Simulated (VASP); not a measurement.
# W (P6/mmm) in VASP: a series of runs, part 2 of 2

VASP 6.6.1. Earlier steps stand in the parts before.

### Step 4. Single point, PBEsol

INCAR

```
PREC = Accurate
ENCUT = 520
EDIFF = 1E-7
ISMEAR = -1
SIGMA = 0.1
LREAL = False
LASPH = True
NELM = 80
ALGO = Normal
ISIF = 2
LWAVE = False
LCHARG = False
GGA = PS
NBANDS = 28
```

KPOINTS

```
Automatic mesh
0
Gamma
  9 9 12
```

POSCAR

```
W
1.0
    4.4964637294      0.0000000000      0.0000000000
   -2.2482318647      3.8940518169      0.0000000000
    0.0000000000      0.0000000000      2.5202875356
W
3
Direct
    0.0000000000      0.0000000000      0.0000000000
    0.3333333333      0.6666666667      0.5000000000
    0.6666666667      0.3333333333      0.5000000000
```

Potentials or basis: VASP PAW PBE potentials, release 64 (W_sv).

The run is started by

```sh
$ cat potpaw_PBE.64/W_sv/POTCAR > POTCAR
$ mpirun -np 1 vasp_std > vasp.out
```

OUTCAR:

```text
PREC = Accurate
   ENCUT = 520
   EDIFF = 1E-7
   ISMEAR = -1
   LREAL = False
   LASPH = True
   NELM = 80
   ISIF = 2
   GGA = PS

 ion  position               nearest neighbor table
   1  0.000  0.000  0.000-   2 2.89   3 2.89   2 2.89   3 2.89   3 2.89   3 2.89   2 2.89   2 2.89
                             3 2.89   3 2.89   2 2.89   2 2.89
   2  0.333  0.667  0.500-   3 2.60   3 2.60   3 2.60   1 2.89   1 2.89   1 2.89   1 2.89   1 2.89
                             1 2.89
   3  0.667  0.333  0.500-   2 2.60   2 2.60   2 2.60   1 2.89   1 2.89   1 2.89   1 2.89   1 2.89
                             1 2.89

  LATTYP: Found a hexagonal cell.
 ALAT       =     4.4964637294
 C/A-ratio  =     0.5605043624

  Lattice vectors:

 A1 = (   4.4964637294,   0.0000000000,   0.0000000000)
 A2 = (  -2.2482318647,   3.8940518169,   0.0000000000)
 A3 = (   0.0000000000,   0.0000000000,   2.5202875356)

Analysis of symmetry for initial positions (statically):
=====================================================================
 Subroutine PRICEL returns:
 Original cell was already a primitive cell.

 Routine SETGRP: Setting up the symmetry group for a
 hexagonal supercell.

 Subroutine GETGRP returns: Found 24 space group operations
 (whereof 24 operations were pure point group operations)
 out of a pool of 24 trial point group operations.

The static configuration has the point symmetry D_6h.

Analysis of symmetry for dynamics (positions and initial velocities):
=====================================================================
 Subroutine PRICEL returns:
 Original cell was already a primitive cell.

 Routine SETGRP: Setting up the symmetry group for a
 hexagonal supercell.

 Subroutine GETGRP returns: Found 24 space group operations
 (whereof 24 operations were pure point group operations)
 out of a pool of 24 trial point group operations.

[... 112 lines left out ...]
   PSTRESS=    0.0 pullay stress
   NELECT =      42.0000    total number of electrons
   NUPDOWN=      -1.0000    fix difference up-down
   EMIN   =  10.00;   EMAX   =-10.00  energy-range for DOS
   EFERMI =   0.00;   METHOD = LEGACY
   ISMEAR =    -1;   SIGMA  =   0.10  broadening in eV -4-tet -1-fermi 0-gaus
   EFERMI_NEDOS =   21; number of points for ismear=-14 and -15
   IALGO  =     38    algorithm
   IMIX   =      4    mixing-type and parameters
     AMIX     =   0.40;   BMIX     =  1.00
     AMIX_MAG =   1.60;   BMIX_MAG =  1.00
  volume/ion in A,a.u.               =      14.71        99.27
  Fermi-wavevector in a.u.,A,eV,Ry     =   1.610338  3.043097 35.282457  2.593187
  Thomas-Fermi vector in A             =   2.705904
   LORBIT       =      0    0 simple, 1 ext, 2 COOP (PROOUT), +10 PAW based schemes
   GGA     = PS    functional components
   LHFCALC =     F    Hartree Fock is set to
   AEXX    =    0.0000 exact exchange contribution
   IVDW    =     0    specifies the selected vdW correction
   LEPSILON=     F    determine dielectric tensor
   LRPA    =     F    only Hartree local field effects (RPA)
 non-spin polarized calculation
  energy-cutoff  :      520.00
  volume of cell :       44.13
 maximum number of plane-waves:      1215
 NGX is ok and might be reduce to    36

 number of electron      41.9999988 magnetization

 Free energy of the ion-electron system (eV)
  ---------------------------------------------------
  ext. energy  EPLUGINS =         0.00000000
  ---------------------------------------------------
  free energy    TOTEN  =       -39.40132597 eV

  energy without entropy =      -39.29141370  energy(sigma->0) =      -39.34636983

 E-fermi :  12.1462     XC(G=0): -14.1640

 val. band max:       12.1340790434   @ k =   0.1111   0.1111   0.5000
 cond. band min:      12.1493847047   @ k =   0.2222   0.0000   0.4167
 fundamental gap:      0.0153056613
 Fermi energy:        12.1462136042

 k-point     1 :       0.0000    0.0000    0.0000
  band No.  band energies     occupation
      1     -61.6348      2.00000
      2     -61.4812      2.00000
      3     -61.3438      2.00000
      4     -26.2882      2.00000
      5     -26.2882      2.00000
      6     -26.1112      2.00000
[... 733 lines left out ...]
     27      16.4728      0.00000
     28      17.2250      0.00000

 [... further k-points ...]
[... 5 lines left out ...]
  --------------------------------------------------------------------------------------
  -------------------------------------------------------------------------------------
  Total        8.8640973      8.8640973      9.1075770      0.0000000      0.0000000     -0.0000000
  in kB      321.8267834    321.8267834    330.6667452      0.0000000      0.0000000     -0.0000000
  external PRESSURE =     324.7734373 kB  Pullay stress =       0.0000000 kB

 VOLUME and BASIS-vectors are now :
 -----------------------------------------------------------------------------
  energy-cutoff  :      520.00
  volume of cell :       44.13
      direct lattice vectors                 reciprocal lattice vectors
     4.496463729  0.000000000  0.000000000     0.222396990  0.128400962  0.000000000
    -2.248231865  3.894051817  0.000000000     0.000000000  0.256801924  0.000000000
     0.000000000  0.000000000  2.520287536     0.000000000  0.000000000  0.396780124

 POSITION                                       TOTAL-FORCE (eV/Angst)
 -----------------------------------------------------------------------------------
      0.00000      0.00000      0.00000         0.000000      0.000000     -0.000000
     -0.00000      2.59603      1.26014        -0.000000      0.000000      0.000000
      2.24823      1.29802      1.26014         0.000000      0.000000     -0.000000
 -----------------------------------------------------------------------------------
    total drift:                                0.000000      0.000000     -0.000000

  FREE ENERGIE OF THE ION-ELECTRON SYSTEM (eV)
  ---------------------------------------------------
  free  energy   TOTEN  =       -39.4013259703 eV

  energy  without entropy=      -39.2914136983  energy(sigma->0) =      -39.34636983
```

OSZICAR:

```text
N       E                     dE             d eps       ncg     rms          rms(c)
DAV:   1     0.479211538548E+03    0.47921E+03   -0.23859E+04  4704   0.179E+03
DAV:   2    -0.195976364991E+02   -0.49881E+03   -0.48868E+03  4924   0.545E+02
DAV:   3    -0.406743326089E+02   -0.21077E+02   -0.20437E+02  5580   0.108E+02
DAV:   4    -0.410693973389E+02   -0.39506E+00   -0.38997E+00  5432   0.139E+01
DAV:   5    -0.410738255378E+02   -0.44282E-02   -0.44261E-02  5104   0.164E+00    0.427E+01
DAV:   6    -0.397811108663E+02    0.12927E+01   -0.16143E+00  5156   0.109E+01    0.187E+01
DAV:   7    -0.394182475914E+02    0.36286E+00   -0.10482E+00  5348   0.781E+00    0.844E-01
DAV:   8    -0.394083083398E+02    0.99393E-02   -0.48061E-02  5392   0.241E+00    0.696E-01
DAV:   9    -0.394013198257E+02    0.69885E-02   -0.10964E-02  5216   0.118E+00    0.795E-02
DAV:  10    -0.394013341217E+02   -0.14296E-04   -0.39348E-04  5328   0.196E-01    0.444E-02
DAV:  11    -0.394013245571E+02    0.95646E-05   -0.37247E-05  5344   0.521E-02    0.252E-02
DAV:  12    -0.394013265075E+02   -0.19504E-05   -0.30790E-06  5176   0.127E-02    0.521E-03
DAV:  13    -0.394013260463E+02    0.46124E-06   -0.29758E-07  4456   0.536E-03    0.128E-03
DAV:  14    -0.394013259455E+02    0.10076E-06   -0.23235E-08  2556   0.136E-03    0.630E-04
DAV:  15    -0.394013259703E+02   -0.24783E-07   -0.57095E-09  2528   0.768E-04
   1 F= -.39401326E+02 E0= -.39346370E+02  d E =-.109912E+00
```

stdout:

```text
POSCAR found type information on POSCAR W
 POSCAR found :  1 types and       3 ions
 scaLAPACK will be used
 -----------------------------------------------------------------------------
|                                                                             |
|                                                                             |
|     You enforced a specific xc type in the INCAR file but a different       |
|     I HOPE YOU KNOW WHAT YOU ARE DOING!                                     |
|                                                                             |
 -----------------------------------------------------------------------------

 LDA part: xc-table for (Slater+PW92), standard interpolation
 POSCAR, INCAR and KPOINTS ok, starting setup
 FFT: planning ... GRIDC
 FFT: planning ... GRID_SOFT
 FFT: planning ... GRID
 WAVECAR not read
 entering main loop
```

Run time: 34 s. Hardware: 1 thread of Intel Xeon 6975P-C (Granite Rapids), shared host; peak memory 0.22 GiB.

Results:

```
Free energy            : -39.4013 eV
Pressure               : 32.5 GPa
Band gap on the k mesh : zero (band 21 reaches 12.80 eV, above the bottom of band 22 at 11.75 eV)
```

Caveat: the PAW data sets were made with another functional, which shifts forces and pressure a little; spin-orbit coupling is left out, which moves the levels of the heavy elements.

### Step 5. Relaxation of cell and atoms, PBEsol, target pressure 31 GPa, at which the enthalpy is minimised

This run uses another cell than the first one: it holds 1 atom, not 3.

INCAR

```
SYSTEM = W
PREC = Accurate
ENCUT = 600
EDIFF = 1E-6
ISMEAR = -1
SIGMA = 0.1
LREAL = .FALSE.
LASPH = .TRUE.
NELM = 60
ALGO = Normal
ISIF = 3
LWAVE = .FALSE.
LCHARG = .FALSE.
GGA = PS
IBRION = 2
NSW = 60
EDIFFG = -0.005
PSTRESS = 310.0
```

KPOINTS

```
regular mesh
0
G
  17 17 15
  0 0 0
```

POSCAR

```
W
1.0
    2.6502549439      0.0000000000      0.0000000000
   -1.3251274720      2.2951881079      0.0000000000
    0.0000000000      0.0000000000      2.4912396473
W
1
Direct
    0.0000000000      0.0000000000      0.0000000000
```

The run is started by

```sh
$ cat potpaw_PBE.64/W_sv/POTCAR > POTCAR
$ mpirun -np 1 vasp_std > vasp.out
```

Wall time 43 s (1 thread of Intel Xeon 6975P-C (Granite Rapids), shared host); peak memory 0.19 GiB.

It converged, with:

```
Free energy                                            : -12.4745 eV
Relaxed volume                                         : 15.37 Å³/atom
Relaxed cell                                           : a = 2.676 Å, b = 2.676 Å, c = 2.480 Å, α = 90.00°, β = 90.00°, γ = 120.00°
Space group after relaxing (to 0.05 Å)                 : P6/mmm (No. 191)
Energy change on relaxing (the enthalpy is what falls) : -51.2 meV/atom
Ionic steps                                            : 6
Pressure after relaxing                                : 31.0 GPa
Band gap on the k mesh                                 : zero (band 7 reaches 12.30 eV, above the bottom of band 8 at 10.63 eV)
```

Step by step:
```tsv
step	energy change (eV)	largest force (eV/Å)	pressure (GPa)	volume (Å³)
1	0.0000	0.0000	36.77	15.15
2	-0.1502	0.0000	10.22	16.37
3	-0.0609	0.0000	29.70	15.43
4	-0.0589	0.0000	29.93	15.42
5	-0.0289	0.0000	33.62	15.27
6	-0.0512	0.0000	31.00	15.37
```

Final structure:
```
CELL_PARAMETERS angstrom
2.67555 0.00000 0.00000
-1.33777 2.31709 0.00000
0.00000 0.00000 2.47974
ATOMIC_POSITIONS crystal
W 0.00000 0.00000 0.00000
```

Levels at points of the mesh, in eV from the Fermi level:
| k point | band 5 | band 6 | band 7 | band 8 | band 9 | band 10 |
| --- | --- | --- | --- | --- | --- | --- |
| (0.00, 0.00, 0.00) | -9.61 | -5.23 | -1.00 | -1.00 | 5.92 | 5.92 |

Caveat: the cell is relaxed towards a set pressure, so the enthalpy falls and the energy may rise; the PAW data sets were made with another functional, which shifts forces and pressure a little; spin-orbit coupling is left out, which moves the levels of the heavy elements.

### Step 6. Relaxation of cell and atoms, PBEsol, target pressure 31 GPa, at which the enthalpy is minimised

This run uses another cell than the first one: it holds 1 atom, not 3.

INCAR

```
SYSTEM = W
PREC     = Accurate       ! precision mode
ENCUT    = 600            ! plane-wave cutoff, eV
EDIFF    = 1E-6           ! SCF threshold, eV
ISMEAR   = -1             ! smearing method
SIGMA    = 0.1            ! smearing width, eV
LREAL    = .False.        ! projectors in reciprocal space
LASPH    = .True.         ! aspherical terms in the spheres
NELM     = 60             ! most SCF steps
ALGO     = Normal         ! electronic algorithm
ISIF     = 3              ! what is computed and relaxed
LWAVE    = .False.        ! write WAVECAR
LCHARG   = .False.        ! write CHGCAR
GGA      = PS             ! functional
IBRION   = 2              ! ionic algorithm
NSW      = 32             ! ionic steps
EDIFFG   = -0.005         ! ionic threshold
PSTRESS  = 310.0
```

KPOINTS

```
Automatic mesh
0
Gamma
  17 17 15
  0 0 0
```

POSCAR

```
W
1.0
    2.6733533194      0.0000000000      0.0000000000
   -1.3366766597      2.3151918878      0.0000000000
    0.0000000000      0.0000000000      2.4736518294
W
1
Direct
    0.0000000000      0.0000000000      0.0000000000
```

Potentials or basis: VASP PAW PBE potentials, release 64 (W_sv).

The run is started by

```sh
$ cat potpaw_PBE.64/W_sv/POTCAR > POTCAR
$ mpirun -np 1 vasp_std > vasp.out
```

Wall time 66 s (1 thread of Intel Xeon 6975P-C (Granite Rapids), shared host); peak memory 0.19 GiB.

Results (log left out):

```yaml
Free_energy: -12.4748 eV
Relaxed_volume: 15.37 Å³/atom
Relaxed_cell: a = 2.676 Å, b = 2.676 Å, c = 2.480 Å, α = 90.00°, β = 90.00°, γ = 120.00°
Space_group_after_relaxing_to_0.05_Å: P6/mmm (No. 191)
Energy_change_on_relaxing_the_enthalpy_is_what_falls: -12.8 meV/atom
Ionic_steps: 15
Pressure_after_relaxing: 31.0 GPa
Band_gap_on_the_k_mesh: zero (band 7 reaches 12.30 eV, above the bottom of band 8 at 10.63 eV)
```

Step by step:
| step | energy change (eV) | largest force (eV/Å) | pressure (GPa) | volume (Å³) |
| --- | --- | --- | --- | --- |
| 1 | 0.0000 | 0.0000 | 32.53 | 15.31 |
| 2 | -0.0580 | 0.0000 | 24.80 | 15.64 |
| 3 | -0.0130 | 0.0000 | 30.92 | 15.38 |
| 4 | -0.0128 | 0.0000 | 30.89 | 15.37 |
| 5 | -0.0065 | 0.0000 | 31.78 | 15.34 |
| 6 | -0.0124 | 0.0000 | 31.04 | 15.37 |
| 7 | -0.0112 | 0.0000 | 31.19 | 15.37 |
| 8 | -0.0120 | 0.0000 | 31.09 | 15.37 |
| 9 | -0.0120 | 0.0000 | 31.10 | 15.37 |
| 10 | -0.0122 | 0.0000 | 31.06 | 15.37 |
| 11 | -0.0120 | 0.0000 | 31.08 | 15.37 |
| 12 | -0.0120 | 0.0000 | 31.07 | 15.37 |
| 13 | -0.0120 | 0.0000 | 31.08 | 15.37 |
| 14 | -0.0145 | 0.0000 | 30.81 | 15.38 |
| 15 | -0.0128 | 0.0000 | 30.95 | 15.37 |

Final structure:
```xyz
1
Lattice="2.6757 0.0000 0.0000 -1.3378 2.3172 0.0000 0.0000 0.0000 2.4797" Properties=species:S:1:pos:R:3 pbc="T T T"
W     0.0000    0.0000    0.0000
```

Levels at points of the mesh, in eV from the Fermi level:
```
           k point  band 5  band 6  band 7  band 8  band 9  band 10
(0.00, 0.00, 0.00)   -9.61   -5.23   -1.00   -1.00    5.92     5.92
```

Caveat: the cell is relaxed towards a set pressure, so the enthalpy falls and the energy may rise; the PAW data sets were made with another functional, which shifts forces and pressure a little; spin-orbit coupling is left out, which moves the levels of the heavy elements.

### Step 7. Overview

```tsv
task	cell	k mesh	cutoff (eV)	gap on the mesh (eV)	pressure (GPa)
relaxation of cell and atoms	relaxed to 31 GPa from a = 4.497, b = 4.497, c = 2.521 Å, angles 90.0, 90.0, 120.0°, 3 atoms	9 × 9 × 12	600	none	31.0
single point	a = 4.497, b = 4.497, c = 2.521 Å, angles 90.0, 90.0, 120.0°, 3 atoms	9 × 9 × 12	520	none	32.4
single point	a = 4.496, b = 4.496, c = 2.520 Å, angles 90.0, 90.0, 120.0°, 3 atoms	9 × 9 × 12	520	none	32.5
relaxation of cell and atoms	relaxed to 31 GPa from a = 2.650, b = 2.650, c = 2.491 Å, angles 90.0, 90.0, 120.0°, 1 atom	17 × 17 × 15	600	none	31.0
relaxation of cell and atoms	relaxed to 31 GPa from a = 2.673, b = 2.673, c = 2.474 Å, angles 90.0, 90.0, 120.0°, 1 atom	17 × 17 × 15	600	none	31.0
```

Alike in all rows: level PBEsol; potentials or basis VASP PAW PBE potentials, release 64 (W_sv); no spin polarisation; smearing fermi-dirac 0.1 eV.

Caveats: the PAW data sets were made with another functional, which shifts forces and pressure a little; spin-orbit coupling is left out, which moves the levels of the heavy elements; the cell is relaxed towards a set pressure, so the enthalpy falls and the energy may rise (some runs).

Absolute energies hang on the potentials; compare differences alone.
